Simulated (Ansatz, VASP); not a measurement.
## Ga2SnSe3 in VASP and in Ansatz

```
CELL_PARAMETERS angstrom
3.94584 0.00000 0.00000
0.00000 3.94584 0.00000
0.00000 0.00000 9.74820
ATOMIC_POSITIONS crystal
Ga 0.00000 0.50000 0.61507
Ga 0.50000 0.00000 0.38493
Sn 0.00000 0.00000 0.00000
Se 0.00000 0.50000 0.34601
Se 0.50000 0.00000 0.65399
Se 0.50000 0.50000 0.00000
```

Change from the starting cell: species swapped into the Ti2CuSb3 type (P-4m2, No. 115).

Alike in both runs: functional PBE; k mesh 4 × 4 × 2; occupations gaussian, width 0.1 eV; no spin polarisation.

Ansatz relaxed the structure, and its values are those at the end. VASP's run is a single point on that final structure, the one shown.

|  | VASP | Ansatz |
| --- | --- | --- |
| version | VASP 6.6.1 | Ansatz 0.2.0 |
| potentials or method | VASP PAW PBE potentials, release 64 (Ga_d, Sn_d, Se), cutoff 520 eV | scalar-relativistic, plane waves, PAW |
| valence electrons in the cell | 58 | 88 |

|  | VASP | Ansatz | Ansatz less VASP |
| --- | --- | --- | --- |
| gap on the k mesh at the Fermi level (eV) | none | none | - |
| pressure (GPa) | 0.1 | 0.0 | -0.04 |
| rms of the force components (eV/Å) | 0.006 | 0.002 | -0.0042 |

A gap of «none» marks a metal or a gap that the smearing closes. VASP's potentials hold 58 valence electrons a cell and Ansatz's 88, so a difference there can come from the potentials and not from the codes.

The k mesh is coarse, so the values compare programs but aren't converged.
